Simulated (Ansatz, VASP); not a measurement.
# One calculation of Cr, two programs

```
Cr
1.0
     1.97134   -4.30324    0.00000
     1.97134    4.30324    0.00000
     0.00000    0.00000    2.73652
Cr
4
Direct
  0.13176 0.86824 0.00004
  0.63176 0.36824 0.49996
  0.86824 0.13176 0.99996
  0.36824 0.63176 0.50004
```

Alike in both runs: functional PBEsol; k mesh 6 × 6 × 4; occupations gaussian, width 0.1 eV; no spin polarisation.

Ansatz relaxed the structure, and its values are those at the end. VASP's run is a single point on that final structure, the one shown.

|  | VASP | Ansatz |
| --- | --- | --- |
| version | VASP 6.6.1 | Ansatz 0.2.0 |
| potentials or method | VASP PAW PBE potentials, release 64 (Cr_pv), cutoff 520 eV | scalar-relativistic, plane waves, PAW |
| valence electrons in the cell | 48 | 56 |

```tsv
	VASP	Ansatz	Ansatz less VASP
gap on the k mesh at the Fermi level (eV)	none	none	-
pressure (GPa)	-0.2	0.1	+0.33
rms of the force components (eV/Å)	0.008	0.001	-0.0070
```

VASP's potentials were made for PBE, not for PBEsol. A gap of «none» marks a metal or a gap that the smearing closes. The functional is the same, so the differences come from potentials, cutoffs and numerics. VASP's potentials hold 48 valence electrons a cell and Ansatz's 56, so a difference there can come from the potentials and not from the codes.

The k mesh is coarse, so the values compare programs but aren't converged.
